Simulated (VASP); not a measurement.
Write the native input for VASP 6.6.1 that does the following.

* Task: single point
* Functional: PBE
* Dispersion: D3(BJ)
* Potentials or basis: VASP PAW PBE potentials, release 64 (Li_sv, Sn_d, F)
* Cutoff: 520 eV
* k mesh: 12 × 12 × 6
* Occupations: gaussian, width 0.1 eV
* Spin: no spin polarisation
* Dipole correction: no
* Further INCAR settings: ALGO = Normal; EDIFF = 1e-06; NBANDS = 30

The structure of Li2SnF3 lies in POSCAR:

```
Li2SnF3
1.0
    3.0460614869      0.0000000000      0.0000000000
   -1.5230307434      2.6379666291      0.0000000000
    0.0000000000      0.0000000000      8.7355538908
Li Sn F
2 1 3
Direct
    0.0000000000      0.0000000000      0.5196092032
    0.3333333333      0.6666666667      0.7782191525
    0.3333333333      0.6666666667      0.1439526510
    0.0000000000      0.0000000000      0.9018213951
    0.3333333333      0.6666666667      0.3952692047
    0.6666666667      0.3333333333      0.6456456434
```

One way to write it, as run:

INCAR

```
PREC = Accurate
ENCUT = 520
EDIFF = 1E-6
ISMEAR = 0
SIGMA = 0.1
LREAL = False
LASPH = True
NELM = 60
ALGO = Normal
ISIF = 2
LWAVE = False
LCHARG = False
GGA = PE
IVDW = 12
NBANDS = 30
```

KPOINTS

```
regular mesh
0
Gamma
  12 12 6
```

Potentials or basis: VASP PAW PBE potentials, release 64 (Li_sv, Sn_d, F).

The run is started by

```console
$ cat potpaw_PBE.64/Li_sv/POTCAR potpaw_PBE.64/Sn_d/POTCAR potpaw_PBE.64/F/POTCAR > POTCAR
$ mpirun -np 1 vasp_std > vasp.out
```

It gave:

The largest force is 0.041 eV/Å and the band gap on the k mesh is zero (an odd number of electrons rules out a gap without spin polarisation). The dispersion energy per atom is -0.179 eV.

Caveat: spin-orbit coupling is left out, which moves the levels of the heavy elements; an odd number of electrons without spin polarisation forces a metal; a magnetic or distorted state may lie lower.

Run time: 5.4 min on 1 thread of AMD EPYC 7R43 64-Core Processor (Zen 3), with other jobs on the host, peak memory 0.29 GiB.
